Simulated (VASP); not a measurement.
Input of a VASP 6.6.1 run:

The input INCAR:

```
SYSTEM = Pd
PREC = Accurate
ENCUT = 520
EDIFF = 1E-7
ISMEAR = 1
SIGMA = 0.1
LREAL = .FALSE.
LASPH = .TRUE.
NELM = 100
ALGO = Normal
ISIF = 2
LWAVE = .FALSE.
LCHARG = .FALSE.
GGA = RE
NBANDS = 11
```

File KPOINTS:

```
regular mesh
0
G
  10 10 10
  0 0 0
```

Contents of POSCAR:

```
Pd
1.0
    0.0000000000      1.9334358480      1.9334358480
    1.9334358480      0.0000000000      1.9334358480
    1.9334358480      1.9334358480      0.0000000000
Pd
1
Direct
    0.0000000000      0.0000000000      0.0000000000
```

Potentials or basis: VASP PAW PBE potentials, release 64 (Pd).

Run with:

```sh
$ cat potpaw_PBE.64/Pd/POTCAR > POTCAR
$ mpirun -np 1 vasp_std > vasp.out
```

Q: Predict the band gap on the k mesh.

A: Zero (band 5 reaches 10.51 eV, above the bottom of band 6 at 8.88 eV).

Q: Estimate the pressure.

A: 14.3 GPa.

Caveat: the PAW data sets were made with another functional, which shifts forces and pressure a little.
